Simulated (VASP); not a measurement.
# Pb (Fm-3m) in VASP: further runs

The runs below take Pb through single point, with HSE06, PBE0.

All numbers are computed with VASP 6.6.1; they aren't measurements. Logs are shortened: lines on timing, memory, paths and dates and some standing lists are left out, and cuts for length are marked.

## 1. The cell of the first run

Symmetry: Fm-3m, No. 225, cubic system. The conventional cell has a = 5.015 Å, b = 5.015 Å, c = 5.015 Å, α = 90.00°, β = 90.00°, γ = 90.00°. Within 4.7 Å of Pb (site symmetry m-3m) lie 12 Pb at 3.55 Å.

## 2. Single point, HSE06

Input file POSCAR:

```
Pb
1.0
    0.0000000000      2.5075897876      2.5075897876
    2.5075897876      0.0000000000      2.5075897876
    2.5075897876      2.5075897876      0.0000000000
Pb
1
Direct
    0.0000000000      0.0000000000      0.0000000000
```

Input file INCAR.step1:

```
SYSTEM = Pb
PREC = Accurate
ENCUT = 520
EDIFF = 1E-5
ISMEAR = -1
SIGMA = 0.05
LREAL = .FALSE.
LASPH = .TRUE.
NELM = 80
ALGO = Normal
ISIF = 2
LWAVE = .TRUE.
LCHARG = .FALSE.
NBANDS = 13
GGA = PE
```

Input file INCAR.step2:

```
SYSTEM = Pb
PREC = Accurate
ENCUT = 520
EDIFF = 1E-6
ISMEAR = -1
SIGMA = 0.05
LREAL = .FALSE.
LASPH = .TRUE.
NELM = 80
ALGO = Normal
ISIF = 2
LWAVE = .FALSE.
LCHARG = .FALSE.
GGA = PE
LHFCALC = .TRUE.
HFSCREEN = 0.2079
PRECFOCK = Normal
NBANDS = 13
ISTART = 1
```

Input file KPOINTS:

```
Automatic mesh
0
G
  6 6 6
  0 0 0
```

Potentials or basis: VASP PAW PBE potentials, release 64 (Pb_d).

Started as:

```bash
cat potpaw_PBE.64/Pb_d/POTCAR > POTCAR
cp INCAR.step1 INCAR
mpirun -np 1 vasp_std > vasp.out
cp INCAR.step2 INCAR
mpirun -np 1 vasp_std > vasp.out
```

OUTCAR:

```text
SYSTEM = Pb
   PREC = Accurate
   ENCUT = 520
   EDIFF = 1E-6
   ISMEAR = -1
   LREAL = .FALSE.
   LASPH = .TRUE.
   NELM = 80
   ISIF = 2
   GGA = PE
   LHFCALC = .TRUE.
   HFSCREEN = 0.2079
   PRECFOCK = Normal
   ISTART = 1

 ion  position               nearest neighbor table
   1  0.000  0.000  0.000-

  LATTYP: Found a face centered cubic cell.
 ALAT       =     5.0151795752

  Lattice vectors:

 A1 = (   0.0000000000,   2.5075897876,   2.5075897876)
 A2 = (   2.5075897876,   0.0000000000,   2.5075897876)
 A3 = (   2.5075897876,   2.5075897876,   0.0000000000)

Analysis of symmetry for initial positions (statically):
=====================================================================
 Subroutine PRICEL returns:
 Original cell was already a primitive cell.

 Routine SETGRP: Setting up the symmetry group for a
 face centered cubic supercell.

 Subroutine GETGRP returns: Found 48 space group operations
 (whereof 48 operations were pure point group operations)
 out of a pool of 48 trial point group operations.

The static configuration has the point symmetry O_h .

Analysis of symmetry for dynamics (positions and initial velocities):
=====================================================================
 Subroutine PRICEL returns:
 Original cell was already a primitive cell.

 Routine SETGRP: Setting up the symmetry group for a
 face centered cubic supercell.

 Subroutine GETGRP returns: Found 48 space group operations
 (whereof 48 operations were pure point group operations)
 out of a pool of 48 trial point group operations.

The dynamic configuration has the point symmetry O_h .

 Subroutine INISYM returns: Found 48 space group operations
 (whereof 48 operations are pure point group operations),
 and found     1 'primitive' translations

----------------------------------------------------------------------------------------

                                     Primitive cell

  volume of cell :      31.5355

  direct lattice vectors                    reciprocal lattice vectors
     0.000000000  2.507589788  2.507589788    -0.199394655  0.199394655  0.199394655
     2.507589788  0.000000000  2.507589788     0.199394655 -0.199394655  0.199394655
     2.507589788  2.507589788  0.000000000     0.199394655  0.199394655 -0.199394655

  length of vectors
     3.546267486  3.546267486  3.546267486     0.345361673  0.345361673  0.345361673

  position of ions in fractional coordinates (direct lattice)
     0.000000000  0.000000000  0.000000000

  ion indices of the primitive-cell ions
   primitive index   ion index
                 1           1

----------------------------------------------------------------------------------------

 KPOINTS: Automatic mesh

Automatic generation of k-mesh.
 Grid dimensions read from file:
 generate k-points for:    6    6    6

 Generating k-lattice:

  Cartesian coordinates                     Fractional coordinates (reciprocal lattice)
    -0.033232442  0.033232442  0.033232442     0.166666667  0.000000000  0.000000000
     0.033232442 -0.033232442  0.033232442     0.000000000  0.166666667  0.000000000
     0.033232442  0.033232442 -0.033232442     0.000000000  0.000000000  0.166666667

  Length of vectors
     0.057560279  0.057560279  0.057560279

  Shift w.r.t. Gamma in fractional coordinates (k-lattice)
     0.000000000  0.000000000  0.000000000

 Subroutine IBZKPT returns following result:
 ===========================================

 Found     16 irreducible k-points:

 Following reciprocal coordinates:
            Coordinates               Weight
  0.000000  0.000000  0.000000      1.000000
  0.166667  0.000000  0.000000      8.000000
  0.333333  0.000000  0.000000      8.000000
  0.500000  0.000000  0.000000      4.000000
  0.166667  0.166667  0.000000      6.000000
  0.333333  0.166667  0.000000     24.000000
[... 8 lines left out ...]
 -0.333333  0.333333  0.166667     24.000000
 -0.333333  0.500000  0.166667     12.000000
   k-points           NKPTS =     16   k-points in BZ     NKDIM =    216   number of bands    NBANDS=     13
   number of dos      NEDOS =    301   number of ions     NIONS =      1
   total plane-waves  NPLWV =  21952
   dimension x,y,z NGX =    28 NGY =   28 NGZ =   28
   dimension x,y,z NGXF=    56 NGYF=   56 NGZF=   56
   ions per type =               1
   NGX,Y,Z   is equivalent  to a cutoff of  13.13, 13.13, 13.13 a.u.
   NGXF,Y,Z  is equivalent  to a cutoff of  26.25, 26.25, 26.25 a.u.
 SYSTEM =  Pb
   PREC   = accura    normal or accurate (medium, high low for compatibility)
   ISTART =      1    job   : 0-new  1-cont  2-samecut
   ICHARG =      0    charge: 1-file 2-atom 10-const
   ISPIN  =      1    spin polarized calculation?
   LNONCOLLINEAR =      F non collinear calculations
   LSORBIT =      F    spin-orbit coupling
   LASPH  =      T    aspherical Exc in radial PAW
   ENCUT  =  520.0 eV  38.22 Ry    6.18 a.u.   6.59  6.59  6.59*2*pi/ulx,y,z
   NELM   =     80;   NELMIN=  2; NELMDL=  0     # of ELM steps
   EDIFF  = 0.1E-05   stopping-criterion for ELM
   LREAL  =      F    real-space projection
   EDIFFG = 0.1E-04   stopping-criterion for IOM
   NSW    =      0    number of steps for IOM
   IBRION =     -1    ionic relax: 0-MD 1-quasi-New 2-CG
   NFREE  =      0    steps in history (QN), initial steepest desc. (CG)
   ISIF   =      2    stress and relaxation
   ISYM   =      3    0-nonsym 1-usesym 2-fastsym
   POTIM  = 0.5000    time-step for ionic-motion
   TEBEG  =    0.0;   TEEND  =   0.0 temperature during run
   PSTRESS=    0.0 pullay stress
   NELECT =      14.0000    total number of electrons
   NUPDOWN=      -1.0000    fix difference up-down
   EMIN   =  10.00;   EMAX   =-10.00  energy-range for DOS
   EFERMI =   0.00;   METHOD = LEGACY
   ISMEAR =    -1;   SIGMA  =   0.05  broadening in eV -4-tet -1-fermi 0-gaus
   EFERMI_NEDOS =   21; number of points for ismear=-14 and -15
   IALGO  =     38    algorithm
   IMIX   =      1    mixing-type and parameters
     AMIX     =   0.40;   BMIX     =  1.00
     AMIX_MAG =   1.60;   BMIX_MAG =  1.00
  volume/ion in A,a.u.               =      31.54       212.81
  Fermi-wavevector in a.u.,A,eV,Ry     =   1.248871  2.360025 21.220728  1.559680
  Thomas-Fermi vector in A             =   2.382938
   LORBIT       =      0    0 simple, 1 ext, 2 COOP (PROOUT), +10 PAW based schemes
   GGA     = PE    functional components
   LHFCALC =     T    Hartree Fock is set to
   PRECFOCK=normal    Normal, Fast or Accurate (Low or Medium for compatibility)
   ENCUT4O =  -1.0   cutoff for four orbital integrals eV
   NKREDX  =     1    reduce k-point grid by
   NKREDY  =     1    reduce k-point grid by
   NKREDZ  =     1    reduce k-point grid by
   AEXX    =    0.2500 exact exchange contribution
   HFSCREEN=    0.2079 screening length (either q_TF or 0.3 A-1)
   HFSCREENC=   0.2079 screening length for correlation (either q_TF or 0.3 A-1)
   ENCUTFOCK=  -1.0 apply spherical cutoff to Coloumb kernel
   IVDW    =     0    specifies the selected vdW correction
   LEPSILON=     F    determine dielectric tensor
   LRPA    =     F    only Hartree local field effects (RPA)
 non-spin polarized calculation
  energy-cutoff  :      520.00
  volume of cell :       31.54
 maximum number of plane-waves:       869
 NGX is ok and might be reduce to    28
  NGX = 20; NGY = 20; NGZ = 20

 number of electron      14.0000002 magnetization

 Free energy of the ion-electron system (eV)
  ---------------------------------------------------
  ext. energy  EPLUGINS =         0.00000000
  ---------------------------------------------------
  free energy    TOTEN  =        -3.97897796 eV

  energy without entropy =       -3.97124506  energy(sigma->0) =       -3.97511151

 E-fermi :   6.9281     XC(G=0):  -8.2931

 val. band max:        6.7699536481   @ k =  -0.3333   0.3333   0.1667
 cond. band min:       7.0053584328   @ k =   0.3333   0.1667   0.0000
 fundamental gap:      0.2354047847
 Fermi energy:         6.9281301943

 k-point     1 :       0.0000    0.0000    0.0000
  band No.  band energies     occupation
      1     -12.1812      2.00000
      2     -12.1812      2.00000
      3     -12.1812      2.00000
      4     -12.0537      2.00000
      5     -12.0537      2.00000
      6      -6.0147      2.00000
      7      14.6503      0.00000
      8      14.6503      0.00000
      9      14.6503      0.00000
     10      17.2244      0.00000
     11      18.4042      0.00000
     12      19.6986      0.00000
     13      19.6986      0.00000

 k-point     2 :       0.1667    0.0000    0.0000
  band No.  band energies     occupation
      1     -12.1836      2.00000
      2     -12.1541      2.00000
      3     -12.1541      2.00000
      4     -12.0482      2.00000
      5     -12.0482      2.00000
      6      -5.4392      2.00000
      7      10.3215      0.00000
      8      14.0505      0.00000
      9      14.0505      0.00000
     10      16.4732      0.00000
     11      19.9920      0.00000
     12      20.4231      0.00000
     13      20.4245      0.00000

 k-point     3 :       0.3333    0.0000    0.0000
  band No.  band energies     occupation
      1     -12.1972      2.00000
      2     -12.1579      2.00000
      3     -12.1579      2.00000
      4     -11.9768      2.00000
      5     -11.9768      2.00000
      6      -3.7635      2.00000
      7       5.1411      2.00000
      8      13.1406      0.00000
      9      13.1406      0.00000
     10      16.1575      0.00000
     11      17.8667      0.00000
     12      18.9534      0.00000
     13      18.9534      0.00000
[... 177 lines left out ...]
 k-point    15 :      -0.3333    0.3333    0.1667
  band No.  band energies     occupation
      1     -12.1861      2.00000
      2     -12.1477      2.00000
      3     -12.0626      2.00000
      4     -12.0265      2.00000
      5     -11.9259      2.00000
      6      -1.0373      2.00000
      7       3.9531      2.00000
      8       6.7700      1.91888
      9       9.0056      0.00000
     10      16.6693      0.00000
     11      18.5804      0.00000
     12      21.5716      0.00000
     13      21.5957      0.00000

 k-point    16 :      -0.3333    0.5000    0.1667
  band No.  band energies     occupation
      1     -12.2332      2.00000
      2     -12.1963      2.00000
      3     -12.0139      2.00000
      4     -11.9859      2.00000
      5     -11.8952      2.00000
      6      -0.4886      2.00000
      7       4.1575      2.00000
      8       6.7261      1.96542
      9       7.4955      0.00002
     10      16.0037      0.00000
     11      16.9344      0.00000
     12      22.2446      0.00000
     13      22.5171      0.00000

------------------------ aborting loop because EDIFF is reached ----------------------------------------

  FORCE on cell =-STRESS in cart. coord.  units (eV):
  Direction    XX          YY          ZZ          XY          YZ          ZX
  --------------------------------------------------------------------------------------
  -------------------------------------------------------------------------------------
  Total        0.0085564      0.0085564      0.0085564     -0.0000000     -0.0000000      0.0000000
  in kB        0.4347103      0.4347103      0.4347103     -0.0000000     -0.0000000      0.0000000
  external PRESSURE =       0.4347103 kB  Pullay stress =       0.0000000 kB

 VOLUME and BASIS-vectors are now :
 -----------------------------------------------------------------------------
  energy-cutoff  :      520.00
  volume of cell :       31.54
      direct lattice vectors                 reciprocal lattice vectors
     0.000000000  2.507589788  2.507589788    -0.199394655  0.199394655  0.199394655
     2.507589788  0.000000000  2.507589788     0.199394655 -0.199394655  0.199394655
     2.507589788  2.507589788  0.000000000     0.199394655  0.199394655 -0.199394655

 POSITION                                       TOTAL-FORCE (eV/Angst)
 -----------------------------------------------------------------------------------
      0.00000      0.00000      0.00000         0.000000      0.000000     -0.000000
 -----------------------------------------------------------------------------------
    total drift:                               -0.000004     -0.000004     -0.000009

  FREE ENERGIE OF THE ION-ELECTRON SYSTEM (eV)
  ---------------------------------------------------
  free  energy   TOTEN  =        -3.9789779572 eV

  energy  without entropy=       -3.9712450628  energy(sigma->0) =       -3.97511151
```

It took 36 min on 1 thread of Oxide Virtual Turin-like, shared host; peak memory 0.23 GiB.

Results:

| Quantity | Value |
| --- | --- |
| Free energy | -3.9790 eV |
| Pressure | 0.0 GPa |
| Band gap on the k mesh | zero (bands 7 and 8 overlap by 9.55 eV) |

Levels at points of the mesh, in eV from the Fermi level:
```tsv
k point	band 5	band 6	band 7	band 8	band 9	band 10
(0.00, 0.00, 0.00)	-18.98	-12.94	7.72	7.72	7.72	10.30
(0.50, 0.00, 0.00)	-18.86	-9.03	-4.70	5.83	5.83	9.61
(0.50, 0.50, 0.00)	-18.82	-7.51	-3.73	2.17	2.17	5.52
```

Caveat: the k points lie up to 0.36 Å⁻¹ apart, too coarse for converged energies and pressures of a metal; the PAW data sets were made with another functional, which shifts forces and pressure a little; spin-orbit coupling is left out, which moves the levels of the heavy elements.

## 3. Single point, PBE0

POSCAR is that of step 2.

Input file INCAR.step1:

```
  PREC = Accurate
  ENCUT = 520
  EDIFF = 1E-5
  ISMEAR = -1
  SIGMA = 0.05
  LREAL = F
  LASPH = T
  NELM = 100
  ALGO = Normal
  ISIF = 2
  LWAVE = T
  LCHARG = F
  NBANDS = 13
  GGA = PE
```

Input file INCAR.step2:

```
  PREC = Accurate
  ENCUT = 520
  EDIFF = 1E-6
  ISMEAR = -1
  SIGMA = 0.05
  LREAL = F
  LASPH = T
  NELM = 100
  ALGO = Normal
  ISIF = 2
  LWAVE = F
  LCHARG = F
  GGA = PE
  LHFCALC = T
  AEXX = 0.25
  PRECFOCK = Normal
  NBANDS = 13
  ISTART = 1
```

Input file KPOINTS:

```
Automatic mesh
0
Gamma
  6 6 6
```

Potentials or basis: VASP PAW PBE potentials, release 64 (Pb_d).

Started as:

```bash
cat potpaw_PBE.64/Pb_d/POTCAR > POTCAR
cp INCAR.step1 INCAR
mpirun -np 1 vasp_std > vasp.out
cp INCAR.step2 INCAR
mpirun -np 1 vasp_std > vasp.out
```

OUTCAR:

```text
PREC = Accurate
   ENCUT = 520
   EDIFF = 1E-6
   ISMEAR = -1
   LREAL = F
   LASPH = T
   NELM = 100
   ISIF = 2
   GGA = PE
   LHFCALC = T
   AEXX = 0.25
   PRECFOCK = Normal
   ISTART = 1

 ion  position               nearest neighbor table
   1  0.000  0.000  0.000-

  LATTYP: Found a face centered cubic cell.
 ALAT       =     5.0151795752

  Lattice vectors:

 A1 = (   0.0000000000,   2.5075897876,   2.5075897876)
 A2 = (   2.5075897876,   0.0000000000,   2.5075897876)
 A3 = (   2.5075897876,   2.5075897876,   0.0000000000)

Analysis of symmetry for initial positions (statically):
=====================================================================
 Subroutine PRICEL returns:
 Original cell was already a primitive cell.

 Routine SETGRP: Setting up the symmetry group for a
 face centered cubic supercell.

 Subroutine GETGRP returns: Found 48 space group operations
 (whereof 48 operations were pure point group operations)
 out of a pool of 48 trial point group operations.

The static configuration has the point symmetry O_h .

Analysis of symmetry for dynamics (positions and initial velocities):
=====================================================================
 Subroutine PRICEL returns:
 Original cell was already a primitive cell.

 Routine SETGRP: Setting up the symmetry group for a
 face centered cubic supercell.

 Subroutine GETGRP returns: Found 48 space group operations
 (whereof 48 operations were pure point group operations)
 out of a pool of 48 trial point group operations.

The dynamic configuration has the point symmetry O_h .

 Subroutine INISYM returns: Found 48 space group operations
 (whereof 48 operations are pure point group operations),
 and found     1 'primitive' translations

[... 115 lines left out ...]
   AEXX    =    0.2500 exact exchange contribution
   HFSCREEN=    0.0000 screening length (either q_TF or 0.3 A-1)
   HFSCREENC=   0.0000 screening length for correlation (either q_TF or 0.3 A-1)
   ENCUTFOCK=  -1.0 apply spherical cutoff to Coloumb kernel
   IVDW    =     0    specifies the selected vdW correction
   LEPSILON=     F    determine dielectric tensor
   LRPA    =     F    only Hartree local field effects (RPA)
 non-spin polarized calculation
  energy-cutoff  :      520.00
  volume of cell :       31.54
 maximum number of plane-waves:       869
 NGX is ok and might be reduce to    28
  NGX = 20; NGY = 20; NGZ = 20

 number of electron      14.0000002 magnetization

 Free energy of the ion-electron system (eV)
  ---------------------------------------------------
  ext. energy  EPLUGINS =         0.00000000
  ---------------------------------------------------
  free energy    TOTEN  =        -4.46146873 eV

  energy without entropy =       -4.45727384  energy(sigma->0) =       -4.45937128

 E-fermi :   7.1048     XC(G=0):  -7.9000

 val. band max:        6.5091533482   @ k =  -0.3333   0.3333   0.1667
 cond. band min:       7.2021619641   @ k =   0.3333   0.1667   0.0000
 fundamental gap:      0.6930086158
 Fermi energy:         7.1048366908

 k-point     1 :       0.0000    0.0000    0.0000
  band No.  band energies     occupation
      1     -12.5887      2.00000
      2     -12.5887      2.00000
      3     -12.5887      2.00000
      4     -12.4604      2.00000
      5     -12.4604      2.00000
      6      -6.4455      2.00000
      7      15.0625      0.00000
      8      15.0625      0.00000
      9      15.0625      0.00000
     10      17.6050      0.00000
     11      18.7806      0.00000
     12      20.0989      0.00000
     13      20.0990      0.00000
[... 226 lines left out ...]
  band No.  band energies     occupation
      1     -12.6418      2.00000
      2     -12.6051      2.00000
      3     -12.4215      2.00000
      4     -12.3926      2.00000
      5     -12.3020      2.00000
      6      -0.8794      2.00000
      7       3.7758      2.00000
      8       6.4779      1.99999
      9       7.8012      0.00000
     10      16.3847      0.00000
     11      17.3227      0.00000
     12      22.6402      0.00000
     13      22.9110      0.00000

------------------------ aborting loop because EDIFF is reached ----------------------------------------

  FORCE on cell =-STRESS in cart. coord.  units (eV):
  Direction    XX          YY          ZZ          XY          YZ          ZX
  --------------------------------------------------------------------------------------
  -------------------------------------------------------------------------------------
  Total       -0.0404577     -0.0404577     -0.0404577     -0.0000000      0.0000000     -0.0000000
  in kB       -2.0554730     -2.0554730     -2.0554730     -0.0000000      0.0000000     -0.0000000
  external PRESSURE =      -2.0554730 kB  Pullay stress =       0.0000000 kB

 VOLUME and BASIS-vectors are now :
 -----------------------------------------------------------------------------
  energy-cutoff  :      520.00
  volume of cell :       31.54
      direct lattice vectors                 reciprocal lattice vectors
     0.000000000  2.507589788  2.507589788    -0.199394655  0.199394655  0.199394655
     2.507589788  0.000000000  2.507589788     0.199394655 -0.199394655  0.199394655
     2.507589788  2.507589788  0.000000000     0.199394655  0.199394655 -0.199394655

 POSITION                                       TOTAL-FORCE (eV/Angst)
 -----------------------------------------------------------------------------------
      0.00000      0.00000      0.00000         0.000000     -0.000000      0.000000
 -----------------------------------------------------------------------------------
    total drift:                               -0.000000     -0.000000     -0.000000

  FREE ENERGIE OF THE ION-ELECTRON SYSTEM (eV)
  ---------------------------------------------------
  free  energy   TOTEN  =        -4.4614687302 eV

  energy  without entropy=       -4.4572738383  energy(sigma->0) =       -4.45937128
```

Wall time 36 min (1 thread of Oxide Virtual Turin-like, shared host); peak memory 0.14 GiB.

Results:

```yaml
Free_energy: -4.4615 eV
Pressure: -0.2 GPa
Band_gap_on_the_k_mesh: zero (bands 7 and 8 overlap by 10.29 eV)
```

Caveat: the k points lie up to 0.36 Å⁻¹ apart, too coarse for converged energies and pressures of a metal; the PAW data sets were made with another functional, which shifts forces and pressure a little; spin-orbit coupling is left out, which moves the levels of the heavy elements.
